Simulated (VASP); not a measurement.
# AlC18 in VASP: a series of runs, part 2 of 2

VASP 6.6.1.

## Step 3: Single point, PBE+D3(BJ), collinear spin

Input file INCAR:

```
PREC = Accurate
ENCUT = 520
EDIFF = 1E-6
ISMEAR = 0
SIGMA = 0.02
LREAL = Auto
LASPH = True
NELM = 150
ALGO = Normal
ISIF = 2
LWAVE = False
LCHARG = False
ISPIN = 2
MAGMOM = 0 0 0 0 0 0 0 0 0 0 0 0 0 0 0 0 0 0 1
LORBIT = 11
GGA = PE
IVDW = 12
NBANDS = 56
```

Input file KPOINTS:

```
regular mesh
0
Gamma
  2 2 1
```

Input file POSCAR:

```
AlC18
1.0
    7.3980000000      0.0000000000      0.0000000000
   -3.6990000000      6.4068560000      0.0000000000
    0.0000000000      0.0000000000     13.0000000000
C Al
18 1
Direct
   -0.0028962078      0.0046177117      0.0759216219
    0.2190063500      0.1155999531      0.0761671382
   -0.0037695623      0.3383524684      0.0761724969
    0.2179154535      0.4483870015      0.0761062399
   -0.0037507268      0.6700536258      0.0761894713
    0.2179303693      0.7817213055      0.0761105307
    0.3290244189      0.0039371177      0.0760844823
    0.5507038333      0.1156000675      0.0761422630
    0.3290221372      0.3372820675      0.0761043351
    0.5507045146      0.4472990519      0.0761665375
    0.3279509168      0.6700728617      0.0761735362
    0.5498695784      0.7810096657      0.0759588304
    0.6616727304      0.0046297550      0.0759631729
    0.8852941125      0.1164342510      0.0759566550
    0.6623661973      0.3372789765      0.0760833600
    0.8845819419      0.4483717611      0.0761103712
    0.6616858044      0.6692011391      0.0759238004
    0.8853014766      0.7810022697      0.0759263229
    0.7722327617      0.8940959497      0.2438161343
```

Potentials or basis: VASP PAW PBE potentials, release 64 (C, Al).

On the command line:

```bash
cat potpaw_PBE.64/C/POTCAR potpaw_PBE.64/Al/POTCAR > POTCAR
mpirun -np 1 vasp_std > vasp.out
```

OUTCAR:

```text
PREC = Accurate
   ENCUT = 520
   EDIFF = 1E-6
   ISMEAR = 0
   LREAL = Auto
   LASPH = True
   NELM = 150
   ISIF = 2
   ISPIN = 2
   LORBIT = 11
   GGA = PE
   IVDW = 12
 IVDW          = 12

 ion  position               nearest neighbor table
   1  0.997  0.005  0.076-   2 1.42  18 1.43  14 1.43  19 2.62
   2  0.219  0.116  0.076-   7 1.42   9 1.42   1 1.42
   3  0.996  0.338  0.076-  16 1.42   4 1.42  14 1.42
   4  0.218  0.448  0.076-   3 1.42  11 1.42   9 1.42
   5  0.996  0.670  0.076-   6 1.42  16 1.42  18 1.42
   6  0.218  0.782  0.076-  11 1.42   5 1.42   7 1.42
   7  0.329  0.004  0.076-   8 1.42   2 1.42   6 1.42
   8  0.551  0.116  0.076-  15 1.42   7 1.42  13 1.42
   9  0.329  0.337  0.076-   2 1.42  10 1.42   4 1.42
  10  0.551  0.447  0.076-  15 1.42   9 1.42  17 1.42
  11  0.328  0.670  0.076-   6 1.42   4 1.42  12 1.42
  12  0.550  0.781  0.076-  11 1.42  13 1.43  17 1.43  19 2.61
  13  0.662  0.005  0.076-   8 1.42  12 1.43  14 1.43  19 2.60
  14  0.885  0.116  0.076-   3 1.42  13 1.43   1 1.43  19 2.61
  15  0.662  0.337  0.076-   8 1.42  10 1.42  16 1.42
  16  0.885  0.448  0.076-   3 1.42   5 1.42  15 1.42
  17  0.662  0.669  0.076-  10 1.42  18 1.43  12 1.43  19 2.62
  18  0.885  0.781  0.076-   5 1.42   1 1.43  17 1.43  19 2.62
  19  0.772  0.894  0.244-  13 2.60  14 2.61  12 2.61   1 2.62  17 2.62  18 2.62

  LATTYP: Found a hexagonal cell.
 ALAT       =     7.3980000000
 C/A-ratio  =     1.7572316842

  Lattice vectors:

 A1 = (   7.3980000000,   0.0000000000,   0.0000000000)
 A2 = (  -3.6990000000,   6.4068560000,   0.0000000000)
 A3 = (   0.0000000000,   0.0000000000,  13.0000000000)

Analysis of symmetry for initial positions (statically):
=====================================================================
 Subroutine PRICEL returns:
 Original cell was already a primitive cell.

 Routine SETGRP: Setting up the symmetry group for a
 hexagonal supercell.
[... 211 lines left out ...]
      4     -18.3495      1.00000
      5     -18.1568      1.00000
      6     -18.1565      1.00000
[... 197 lines left out ...]
     48       3.5108      0.00000
     49       3.5554      0.00000
 Fermi energy:        -1.3127435974

 spin component 2

 k-point     1 :       0.0000    0.0000    0.0000
  band No.  band energies     occupation
      1     -20.8877      1.00000
      2     -18.4783      1.00000
      3     -18.3497      1.00000
      4     -18.3495      1.00000
      5     -18.1568      1.00000
      6     -18.1565      1.00000
[... 197 lines left out ...]
     48       3.5095      0.00000
     49       3.5555      0.00000
 [bands above 49 left out]

------------------------ aborting loop because EDIFF is reached ----------------------------------------

 Edisp (eV)   -1.79090

 E8    (eV) :    -0.5812

  FORCE on cell =-STRESS in cart. coord.  units (eV):
  Direction    XX          YY          ZZ          XY          YZ          ZX
  --------------------------------------------------------------------------------------
  -------------------------------------------------------------------------------------
  Total       4.90920     4.92490    -0.12809    -0.00058    -0.00533     0.01009
  in kB      12.76493    12.80576    -0.33306    -0.00151    -0.01387     0.02624
  external pressure =        8.41 kB  Pullay stress =        0.00 kB

 VOLUME and BASIS-vectors are now :
 -----------------------------------------------------------------------------
  energy-cutoff  :      520.00
  volume of cell :      616.17
      direct lattice vectors                 reciprocal lattice vectors
     7.398000000  0.000000000  0.000000000     0.135171668  0.078041398  0.000000000
    -3.699000000  6.406856000  0.000000000     0.000000000  0.156082796  0.000000000
     0.000000000  0.000000000 13.000000000     0.000000000  0.000000000  0.076923077

 POSITION                                       TOTAL-FORCE (eV/Angst)
 -----------------------------------------------------------------------------------
      7.35949      0.02959      0.98698        -0.002079     -0.002097      0.002581
      1.19260      0.74063      0.99017        -0.000310     -0.007278      0.000366
      6.11855      2.16778      0.99024         0.000969      0.002305      0.003217
     -0.04644      2.87275      0.98938        -0.000145      0.001406      0.000193
      4.89172      4.29294      0.99046        -0.001559      0.008806     -0.001535
     -1.27934      5.00838      0.98944        -0.003261      0.001142     -0.003764
[... 11 lines left out ...]
      3.66053      5.00377      0.98704        -0.005325      0.001834      0.001668
      2.40572      5.72834      3.16961         0.003647     -0.003105     -0.004513
 -----------------------------------------------------------------------------------
    total drift:                                0.028856     -0.004537     -0.002482

  FREE ENERGIE OF THE ION-ELECTRON SYSTEM (eV)
  ---------------------------------------------------
  free  energy   TOTEN  =      -169.3488755157 eV

  energy  without entropy=     -169.3488755157  energy(sigma->0) =     -169.34887552

 total charge

# of ion       s       p       d       tot
------------------------------------------
    1        0.860   1.785   0.000   2.646
    2        0.861   1.801   0.000   2.662
    3        0.861   1.801   0.000   2.662
    4        0.862   1.795   0.000   2.657
    5        0.861   1.801   0.000   2.662
    6        0.862   1.795   0.000   2.657
[... 11 lines left out ...]
   18        0.860   1.785   0.000   2.646
   19        0.627   0.117   0.000   0.744
--------------------------------------------------
tot         16.124  32.405   0.000  48.529

 magnetization (x)

# of ion       s       p       d       tot
------------------------------------------
    1        0.000   0.000   0.000   0.000
    2       -0.000  -0.000   0.000  -0.000
    3       -0.000  -0.000   0.000  -0.000
    4       -0.000  -0.000   0.000  -0.000
    5       -0.000  -0.000   0.000  -0.000
    6       -0.000  -0.000   0.000  -0.000
[... 11 lines left out ...]
   18        0.000   0.000   0.000   0.000
   19        0.000  -0.000   0.000   0.000
--------------------------------------------------
tot          0.000  -0.000   0.000  -0.000
```

It took 6.1 min on 1 thread of Intel Xeon 6975P-C (Granite Rapids), shared host; peak memory 0.92 GiB.

Results:

```
Free energy                                           : -169.3489 eV
Largest force                                         : 0.010 eV/Å
Net moment                                            : 0.00 μB per cell
Valence electrons inside the program's atomic spheres : C 2.65, 2.66 (each value once); Al 0.74
Dispersion energy per atom                            : -0.094 eV
```

Forces in eV/Å, atoms in the order of the input:
```
C   -0.002 -0.002  0.003
C    0.000 -0.007  0.000
C    0.001  0.002  0.003
C    0.000  0.001  0.000
C   -0.002  0.009 -0.002
C   -0.003  0.001 -0.004
C    0.000  0.001 -0.002
C    0.002  0.004  0.006
C    0.001  0.005 -0.003
C   -0.001  0.001  0.000
C    0.002 -0.008  0.005
C    0.004  0.003  0.000
C   -0.002 -0.004 -0.003
C    0.003 -0.005 -0.002
C    0.001 -0.005  0.001
C   -0.003 -0.005 -0.003
C    0.001  0.009  0.004
C   -0.005  0.002  0.002
Al   0.004 -0.003 -0.005
```

Levels at points of the mesh, in eV from the Fermi level:
Spin up:
```
           k point  band 34  band 35  band 36  band 37  band 38  band 39  band 40  band 41
(0.00, 0.00, 0.00)    -3.01    -2.63    -0.28    -0.28    -0.10    -0.10     2.11     2.11
(0.50, 0.00, 0.00)    -2.94    -2.69    -2.38    -2.35     1.39     1.65     1.76     2.03
(0.00, 0.50, 0.00)    -2.94    -2.69    -2.38    -2.35     1.39     1.65     1.76     2.03
(0.50, 0.50, 0.00)    -2.94    -2.69    -2.38    -2.35     1.39     1.65     1.76     2.03
```
Spin down:
```tsv
k point	band 35	band 36	band 37	band 38	band 39	band 40
(0.00, 0.00, 0.00)	-2.63	-0.28	-0.28	-0.10	-0.10	2.11
(0.50, 0.00, 0.00)	-2.69	-2.38	-2.35	1.39	1.65	1.76
(0.00, 0.50, 0.00)	-2.69	-2.38	-2.35	1.39	1.65	1.76
(0.50, 0.50, 0.00)	-2.69	-2.38	-2.35	1.39	1.65	1.76
```

Caveat: the k points lie up to 0.49 Å⁻¹ apart.
